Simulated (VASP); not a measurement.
# Mn (Pm-3m) in VASP: a series of runs, part 2 of 2

VASP 6.6.1. Earlier steps stand in the parts before.

## (3) Single point, LDA, collinear spin, ferromagnetic start (volume scaled by 1.12)

INCAR reads:

```
ALGO     = Normal         # electronic algorithm
EDIFF    = 1E-6           # SCF threshold, eV
ENCUT    = 520            # plane-wave cutoff, eV
GGA      = CA             # functional
ISIF     = 2              # what is computed and relaxed
ISMEAR   = -1             # smearing method
ISPIN    = 2              # spin polarisation
LASPH    = T              # aspherical terms in the spheres
LCHARG   = F              # write CHGCAR
LMAXMIX  = 4              # l up to which the mixer works
LORBIT   = 11             # projections on sites
LREAL    = F              # projectors in reciprocal space
LWAVE    = F              # write WAVECAR
MAGMOM   = 3              # initial moments
NBANDS   = 16             # bands
NELM     = 150            # most SCF steps
PREC     = Accurate       # precision mode
SIGMA    = 0.05           # smearing width, eV
```

KPOINTS reads:

```
k-points
0
Gamma
  16 16 16
```

POSCAR reads:

```
Mn
1.0
    2.3144497323      0.0000000000      0.0000000000
    0.0000000000      2.3144497323      0.0000000000
    0.0000000000      0.0000000000      2.3144497323
Mn
1
Direct
    0.0000000000      0.0000000000      0.0000000000
```

Potentials or basis: VASP PAW LDA potentials, release 64 (Mn_pv).

Run with:

```sh
cat potpaw_LDA.64/Mn_pv/POTCAR > POTCAR
mpirun -np 1 vasp_std > vasp.out
```

OUTCAR:

```text
EDIFF = 1E-6
   ENCUT = 520
   GGA = CA
   ISIF = 2
   ISMEAR = -1
   ISPIN = 2
   LASPH = T
   LORBIT = 11
   LREAL = F
   NELM = 150
   PREC = Accurate

 ion  position               nearest neighbor table
   1  0.000  0.000  0.000-

  LATTYP: Found a simple cubic cell.
 ALAT       =     2.3144497323

  Lattice vectors:

 A1 = (   2.3144497323,   0.0000000000,   0.0000000000)
 A2 = (   0.0000000000,   2.3144497323,   0.0000000000)
 A3 = (   0.0000000000,   0.0000000000,   2.3144497323)

Analysis of symmetry for initial positions (statically):
=====================================================================
 Subroutine PRICEL returns:
 Original cell was already a primitive cell.

 Routine SETGRP: Setting up the symmetry group for a
 simple cubic supercell.

 Subroutine GETGRP returns: Found 48 space group operations
 (whereof 48 operations were pure point group operations)
 out of a pool of 48 trial point group operations.

The static configuration has the point symmetry O_h .

Analysis of symmetry for dynamics (positions and initial velocities):
=====================================================================
 Subroutine PRICEL returns:
 Original cell was already a primitive cell.

 Routine SETGRP: Setting up the symmetry group for a
 simple cubic supercell.

 Subroutine GETGRP returns: Found 48 space group operations
 (whereof 48 operations were pure point group operations)
 out of a pool of 48 trial point group operations.

The dynamic configuration has the point symmetry O_h .

Analysis of structural, dynamic, and magnetic symmetry:
=====================================================================
 Subroutine PRICEL returns:
 Original cell was already a primitive cell.

 Routine SETGRP: Setting up the symmetry group for a
 simple cubic supercell.

 Subroutine GETGRP returns: Found 48 space group operations
 (whereof 48 operations were pure point group operations)
 out of a pool of 48 trial point group operations.

The overall configuration has the point symmetry O_h .

 Subroutine INISYM returns: Found 48 space group operations
 (whereof 48 operations are pure point group operations),
 and found     1 'primitive' translations

----------------------------------------------------------------------------------------

                                     Primitive cell

  volume of cell :      12.3978

  direct lattice vectors                    reciprocal lattice vectors
     2.314449732  0.000000000  0.000000000     0.432068144  0.000000000  0.000000000
     0.000000000  2.314449732  0.000000000     0.000000000  0.432068144  0.000000000
     0.000000000  0.000000000  2.314449732     0.000000000  0.000000000  0.432068144

  length of vectors
     2.314449732  2.314449732  2.314449732     0.432068144  0.432068144  0.432068144

  position of ions in fractional coordinates (direct lattice)
     0.000000000  0.000000000  0.000000000

  ion indices of the primitive-cell ions
   primitive index   ion index
                 1           1

----------------------------------------------------------------------------------------

 KPOINTS: k-points

[... 52 lines left out ...]
   dimension x,y,z NGX =    18 NGY =   18 NGZ =   18
   dimension x,y,z NGXF=    36 NGYF=   36 NGZF=   36
   ions per type =               1
   NGX,Y,Z   is equivalent  to a cutoff of  12.93, 12.93, 12.93 a.u.
   NGXF,Y,Z  is equivalent  to a cutoff of  25.86, 25.86, 25.86 a.u.
 SYSTEM =  unknown system
   PREC   = accura    normal or accurate (medium, high low for compatibility)
   ISTART =      0    job   : 0-new  1-cont  2-samecut
   ICHARG =      2    charge: 1-file 2-atom 10-const
   ISPIN  =      2    spin polarized calculation?
   LNONCOLLINEAR =      F non collinear calculations
   LSORBIT =      F    spin-orbit coupling
   LASPH  =      T    aspherical Exc in radial PAW
   ENCUT  =  520.0 eV  38.22 Ry    6.18 a.u.   4.30  4.30  4.30*2*pi/ulx,y,z
   NELM   =    150;   NELMIN=  2; NELMDL= -5     # of ELM steps
   EDIFF  = 0.1E-05   stopping-criterion for ELM
   LREAL  =      F    real-space projection
   EDIFFG = 0.1E-04   stopping-criterion for IOM
   NSW    =      0    number of steps for IOM
   IBRION =     -1    ionic relax: 0-MD 1-quasi-New 2-CG
   NFREE  =      0    steps in history (QN), initial steepest desc. (CG)
   ISIF   =      2    stress and relaxation
   ISYM   =      2    0-nonsym 1-usesym 2-fastsym
   POTIM  = 0.5000    time-step for ionic-motion
   TEBEG  =    0.0;   TEEND  =   0.0 temperature during run
   PSTRESS=    0.0 pullay stress
   NELECT =      13.0000    total number of electrons
   NUPDOWN=      -1.0000    fix difference up-down
   EMIN   =  10.00;   EMAX   =-10.00  energy-range for DOS
   EFERMI =   0.00;   METHOD = LEGACY
   ISMEAR =    -1;   SIGMA  =   0.05  broadening in eV -4-tet -1-fermi 0-gaus
   EFERMI_NEDOS =   21; number of points for ismear=-14 and -15
   IALGO  =     38    algorithm
   IMIX   =      4    mixing-type and parameters
     AMIX     =   0.40;   BMIX     =  1.00
     AMIX_MAG =   1.60;   BMIX_MAG =  1.00
  volume/ion in A,a.u.               =      12.40        83.66
  Fermi-wavevector in a.u.,A,eV,Ry     =   1.663189  3.142971 37.636391  2.766197
  Thomas-Fermi vector in A             =   2.749949
   LORBIT       =     11    0 simple, 1 ext, 2 COOP (PROOUT), +10 PAW based schemes
   GGA     = CA    functional components
   LHFCALC =     F    Hartree Fock is set to
   AEXX    =    0.0000 exact exchange contribution
   IVDW    =     0    specifies the selected vdW correction
   LEPSILON=     F    determine dielectric tensor
   LRPA    =     F    only Hartree local field effects (RPA)
 spin polarized calculation
  energy-cutoff  :      520.00
  volume of cell :       12.40
 maximum number of plane-waves:       356
 NGX is ok and might be reduce to    18
   NGX =  9   NGY =  9   NGZ =  9

 number of electron      12.9999986 magnetization       0.1966900

 Free energy of the ion-electron system (eV)
  ---------------------------------------------------
  ext. energy  EPLUGINS =         0.00000000
  ---------------------------------------------------
  free energy    TOTEN  =        -9.13464788 eV

  energy without entropy =       -9.11705886  energy(sigma->0) =       -9.12585337

 E-fermi :   8.6882     XC(G=0): -13.3905

 val. band max:        8.6823336070   @ k =   0.3750   0.1875   0.0625
 cond. band min:       8.6922033011   @ k =   0.4375   0.0625   0.0000
 fundamental gap:      0.0098696941
 Fermi energy:         8.6881649737

 spin component 1

 k-point     1 :       0.0000    0.0000    0.0000
  band No.  band energies     occupation
      1     -38.6982      1.00000
      2     -38.6982      1.00000
      3     -38.6982      1.00000
      4       0.9389      1.00000
      5       5.1719      1.00000
      6       5.1719      1.00000
[... 435 lines left out ...]
      5       6.2286      1.00000
      6       6.4949      1.00000
[... 8 lines left out ...]
     15      38.5103      0.00000
     16      38.5417      0.00000

 [... further k-points ...]

 spin component 2

 k-point     1 :       0.0000    0.0000    0.0000
  band No.  band energies     occupation
      1     -38.5033      1.00000
      2     -38.5033      1.00000
      3     -38.5033      1.00000
      4       0.9855      1.00000
      5       5.2939      1.00000
      6       5.2939      1.00000
[... 435 lines left out ...]
      5       6.3531      1.00000
      6       6.6049      1.00000
[... 8 lines left out ...]
     15      38.5699      0.00000
     16      38.8418      0.00000

 [... further k-points ...]

------------------------ aborting loop because EDIFF is reached ----------------------------------------

  FORCE on cell =-STRESS in cart. coord.  units (eV):
  Direction    XX          YY          ZZ          XY          YZ          ZX
  --------------------------------------------------------------------------------------
  -------------------------------------------------------------------------------------
  Total       -1.7017251     -1.7017251     -1.7017251      0.0000000     -0.0000000      0.0000000
  in kB     -219.9159455   -219.9159455   -219.9159455      0.0000000     -0.0000000      0.0000000
  external PRESSURE =    -219.9159455 kB  Pullay stress =       0.0000000 kB

 VOLUME and BASIS-vectors are now :
 -----------------------------------------------------------------------------
  energy-cutoff  :      520.00
  volume of cell :       12.40
      direct lattice vectors                 reciprocal lattice vectors
     2.314449732  0.000000000  0.000000000     0.432068144  0.000000000  0.000000000
     0.000000000  2.314449732  0.000000000     0.000000000  0.432068144  0.000000000
     0.000000000  0.000000000  2.314449732     0.000000000  0.000000000  0.432068144

 POSITION                                       TOTAL-FORCE (eV/Angst)
 -----------------------------------------------------------------------------------
      0.00000      0.00000      0.00000         0.000000      0.000000      0.000000
 -----------------------------------------------------------------------------------
    total drift:                                0.000000      0.000000      0.000000

  FREE ENERGIE OF THE ION-ELECTRON SYSTEM (eV)
  ---------------------------------------------------
  free  energy   TOTEN  =        -9.1346478774 eV

  energy  without entropy=       -9.1170588608  energy(sigma->0) =       -9.12585337

 total charge

# of ion       s       p       d       tot
------------------------------------------
    1        0.411   6.288   5.248  11.947

 magnetization (x)

# of ion       s       p       d       tot
------------------------------------------
    1       -0.000   0.000   0.191   0.191
```

Wall time 38 s (1 thread of Intel Xeon Platinum 8488C (Sapphire Rapids), shared host); peak memory 0.15 GiB.

What came out:

- Free energy: -9.1346 eV
- Pressure: -22.0 GPa
- Net moment: 0.20 μB per cell
- Site moments: Mn +0.19 μB
- Valence electrons inside the program's atomic spheres: Mn 11.95
